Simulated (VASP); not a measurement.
# Hf2TiN3 (P6_3/mmc) in VASP: single point with PBE

Aim: the single point of Hf2TiN3 with PBE.

Program: VASP 6.6.1. These are calculated values, not measurements. Logs are shortened: lines on timing, memory, paths and dates and some standing lists are left out, and cuts for length are marked.

## (1) The cell of the first run

Symmetry: P6_3/mmc, No. 194, hexagonal system. The conventional cell has a = 3.095 Å, b = 3.095 Å, c = 16.050 Å, α = 90.00°, β = 90.00°, γ = 120.00°. Within 3.0 Å of Hf (site symmetry 3m) lie 6 N at 2.25 to 2.26 Å. Within 2.9 Å of Ti (site symmetry -6m2) lie 6 N at 2.19 Å. Within 2.9 Å of N (site symmetry 3m) lie 3 Ti at 2.19 Å and 3 Hf at 2.25 Å and 2 N at 2.54 to 2.74 Å. Within 3.0 Å of N (site symmetry -3m) lie 6 Hf at 2.26 Å and 2 N at 2.74 Å.

## (2) Single point, PBE

File INCAR:

```
SYSTEM = Hf2TiN3
  ALGO = Normal
  EDIFF = 1E-6
  ENCUT = 520
  GGA = PE
  ISIF = 2
  ISMEAR = 0
  LASPH = .TRUE.
  LCHARG = .FALSE.
  LREAL = .FALSE.
  LWAVE = .FALSE.
  NBANDS = 59
  NELM = 60
  PREC = Accurate
  SIGMA = 0.1
```

File KPOINTS:

```
k-points
0
G
  12 12 4
  0 0 0
```

File POSCAR:

```
Hf2TiN3
1.0
    3.0953763309      0.0000000000      0.0000000000
   -1.5476881655      2.6806745368      0.0000000000
    0.0000000000      0.0000000000     16.0501976305
Hf Ti N
4 2 6
Direct
    0.6666666667      0.3333333333      0.0860734697
    0.6666666667      0.3333333333      0.4139265303
    0.3333333333      0.6666666667      0.9139265303
    0.3333333333      0.6666666667      0.5860734697
    0.6666666667      0.3333333333      0.7500000000
    0.3333333333      0.6666666667      0.2500000000
    0.0000000000      0.0000000000      0.8292405724
    0.0000000000      0.0000000000      0.1707594276
    0.0000000000      0.0000000000      0.5000000000
    0.0000000000      0.0000000000      0.0000000000
    0.0000000000      0.0000000000      0.3292405724
    0.0000000000      0.0000000000      0.6707594276
```

Potentials or basis: VASP PAW PBE potentials, release 64 (Hf_pv, Ti_sv, N).

Run with:

```
> cat potpaw_PBE.64/Hf_pv/POTCAR potpaw_PBE.64/Ti_sv/POTCAR potpaw_PBE.64/N/POTCAR > POTCAR
> mpirun -np 1 vasp_std > vasp.out
```

OUTCAR:

```text
SYSTEM = Hf2TiN3
   EDIFF = 1E-6
   ENCUT = 520
   GGA = PE
   ISIF = 2
   ISMEAR = 0
   LASPH = .TRUE.
   LREAL = .FALSE.
   NELM = 60
   PREC = Accurate

 ion  position               nearest neighbor table
   1  0.667  0.333  0.086-   8 2.25   8 2.25   8 2.25  10 2.26  10 2.26  10 2.26   6 3.18   6 3.18
                             6 3.18   3 3.29   3 3.29   3 3.29
   2  0.667  0.333  0.414-  11 2.25  11 2.25  11 2.25   9 2.26   9 2.26   9 2.26   6 3.18   6 3.18
                             6 3.18   4 3.29   4 3.29   4 3.29
   3  0.333  0.667  0.914-   7 2.25   7 2.25   7 2.25  10 2.26  10 2.26  10 2.26   5 3.18   5 3.18
                             5 3.18   1 3.29   1 3.29   1 3.29
   4  0.333  0.667  0.586-  12 2.25  12 2.25  12 2.25   9 2.26   9 2.26   9 2.26   5 3.18   5 3.18
                             5 3.18   2 3.29   2 3.29   2 3.29
   5  0.667  0.333  0.750-   7 2.19  12 2.19   7 2.19  12 2.19   7 2.19  12 2.19   3 3.18   4 3.18
                             3 3.18   4 3.18   3 3.18   4 3.18
   6  0.333  0.667  0.250-   8 2.19  11 2.19   8 2.19  11 2.19   8 2.19  11 2.19   1 3.18   2 3.18
                             1 3.18   2 3.18   1 3.18   2 3.18
   7  0.000  0.000  0.829-   5 2.19   5 2.19   5 2.19   3 2.25   3 2.25   3 2.25
   8  0.000  0.000  0.171-   6 2.19   6 2.19   6 2.19   1 2.25   1 2.25   1 2.25
   9  0.000  0.000  0.500-   2 2.26   4 2.26   4 2.26   2 2.26   2 2.26   4 2.26
  10  0.000  0.000  0.000-   1 2.26   3 2.26   3 2.26   1 2.26   1 2.26   3 2.26
  11  0.000  0.000  0.329-   6 2.19   6 2.19   6 2.19   2 2.25   2 2.25   2 2.25
  12  0.000  0.000  0.671-   5 2.19   5 2.19   5 2.19   4 2.25   4 2.25   4 2.25

  LATTYP: Found a hexagonal cell.
 ALAT       =     3.0953763309
 C/A-ratio  =     5.1852168896

  Lattice vectors:

 A1 = (   3.0953763309,   0.0000000000,   0.0000000000)
 A2 = (  -1.5476881655,   2.6806745368,   0.0000000000)
 A3 = (   0.0000000000,   0.0000000000,  16.0501976305)

Analysis of symmetry for initial positions (statically):
=====================================================================
 Subroutine PRICEL returns:
 Original cell was already a primitive cell.

 Routine SETGRP: Setting up the symmetry group for a
 hexagonal supercell.

 Subroutine GETGRP returns: Found 24 space group operations
 (whereof 12 operations were pure point group operations)
 out of a pool of 24 trial point group operations.

The static configuration has the point symmetry D_3d.
 The point group associated with its full space group is D_6h.

Analysis of symmetry for dynamics (positions and initial velocities):
=====================================================================
 Subroutine PRICEL returns:
 Original cell was already a primitive cell.

 Routine SETGRP: Setting up the symmetry group for a
 hexagonal supercell.

[... 137 lines left out ...]
   NUPDOWN=      -1.0000    fix difference up-down
   EMIN   =  10.00;   EMAX   =-10.00  energy-range for DOS
   EFERMI =   0.00;   METHOD = LEGACY
   ISMEAR =     0;   SIGMA  =   0.10  broadening in eV -4-tet -1-fermi 0-gaus
   EFERMI_NEDOS =   21; number of points for ismear=-14 and -15
   IALGO  =     38    algorithm
   IMIX   =      4    mixing-type and parameters
     AMIX     =   0.40;   BMIX     =  1.00
     AMIX_MAG =   1.60;   BMIX_MAG =  1.00
  volume/ion in A,a.u.               =      11.10        74.90
  Fermi-wavevector in a.u.,A,eV,Ry     =   1.457599  2.754463 28.906878  2.124596
  Thomas-Fermi vector in A             =   2.574382
   LORBIT       =      0    0 simple, 1 ext, 2 COOP (PROOUT), +10 PAW based schemes
   GGA     = PE    functional components
   LHFCALC =     F    Hartree Fock is set to
   AEXX    =    0.0000 exact exchange contribution
   IVDW    =     0    specifies the selected vdW correction
   LEPSILON=     F    determine dielectric tensor
   LRPA    =     F    only Hartree local field effects (RPA)
 non-spin polarized calculation
 Gauss-broadening in eV      SIGMA  =   0.10
  energy-cutoff  :      520.00
  volume of cell :      133.18
 maximum number of plane-waves:      3620
 NGX is ok and might be reduce to    24
   NGX = 11   NGY = 11   NGZ = 59

 number of electron      93.9999981 magnetization

 Free energy of the ion-electron system (eV)
  ---------------------------------------------------
  ext. energy  EPLUGINS =         0.00000000
  ---------------------------------------------------
  free energy    TOTEN  =      -125.25114384 eV

  energy without entropy =     -125.22882893  energy(sigma->0) =     -125.23998639

 E-fermi :   8.5820     XC(G=0): -12.7055

 val. band max:        8.5702274960   @ k =   0.1667   0.0833   0.5000
 cond. band min:       8.6022627605   @ k =   0.3333   0.0000   0.2500
 fundamental gap:      0.0320352645
 Fermi energy:         8.5819591919

 k-point     1 :       0.0000    0.0000    0.0000
  band No.  band energies     occupation
      1     -49.1791      2.00000
      2     -49.1791      2.00000
      3     -25.5477      2.00000
      4     -25.5465      2.00000
      5     -25.2458      2.00000
      6     -25.2458      2.00000
[... 1477 lines left out ...]
     58      11.2446      0.00000
     59      12.5781      0.00000

 [... further k-points ...]
[... 5 lines left out ...]
  --------------------------------------------------------------------------------------
  -------------------------------------------------------------------------------------
  Total       -1.2205360     -1.2205360     -1.2295918      0.0000000      0.0000000      0.0000000
  in kB      -14.6832854    -14.6832854    -14.7922291      0.0000000      0.0000000      0.0000000
  external PRESSURE =     -14.7196000 kB  Pullay stress =       0.0000000 kB

 VOLUME and BASIS-vectors are now :
 -----------------------------------------------------------------------------
  energy-cutoff  :      520.00
  volume of cell :      133.18
      direct lattice vectors                 reciprocal lattice vectors
     3.095376331  0.000000000  0.000000000     0.323062495  0.186520218  0.000000000
    -1.547688166  2.680674537  0.000000000     0.000000000  0.373040437  0.000000000
     0.000000000  0.000000000 16.050197631     0.000000000  0.000000000  0.062304529

 POSITION                                       TOTAL-FORCE (eV/Angst)
 -----------------------------------------------------------------------------------
      1.54769      0.89356      1.38150        -0.000000      0.000000     -0.008325
      1.54769      0.89356      6.64360         0.000000      0.000000      0.008325
     -0.00000      1.78712     14.66870        -0.000000     -0.000000      0.008325
     -0.00000      1.78712      9.40660        -0.000000     -0.000000     -0.008325
      1.54769      0.89356     12.03765         0.000000      0.000000      0.000000
     -0.00000      1.78712      4.01255        -0.000000     -0.000000      0.000000
      0.00000      0.00000     13.30948        -0.000000      0.000000      0.125874
      0.00000      0.00000      2.74072         0.000000      0.000000     -0.125874
      0.00000      0.00000      8.02510        -0.000000      0.000000      0.000000
      0.00000      0.00000      0.00000        -0.000000      0.000000      0.000000
      0.00000      0.00000      5.28438         0.000000      0.000000      0.125874
      0.00000      0.00000     10.76582        -0.000000      0.000000     -0.125874
 -----------------------------------------------------------------------------------
    total drift:                                0.000000     -0.000000      0.000000

  FREE ENERGIE OF THE ION-ELECTRON SYSTEM (eV)
  ---------------------------------------------------
  free  energy   TOTEN  =      -125.2511438444 eV

  energy  without entropy=     -125.2288289278  energy(sigma->0) =     -125.23998639
```

It took 22 min on 1 thread of AMD EPYC 7R13, shared host; peak memory 0.46 GiB.

Results:

- Free energy: -125.2511 eV
- Pressure: -1.5 GPa
- Largest force: 0.126 eV/Å
- Band gap on the k mesh: zero (band 47 reaches 9.29 eV, above the bottom of band 48 at 8.23 eV)

Forces on the atoms (eV/Å):
```
Hf   0.000  0.000 -0.008
Hf   0.000  0.000  0.008
Hf   0.000  0.000  0.008
Hf   0.000  0.000 -0.008
Ti   0.000  0.000  0.000
Ti   0.000  0.000  0.000
N    0.000  0.000  0.126
N    0.000  0.000 -0.126
N    0.000  0.000  0.000
N    0.000  0.000  0.000
N    0.000  0.000  0.126
N    0.000  0.000 -0.126
```

Caveat: spin-orbit coupling is left out, which moves the levels of the heavy elements.
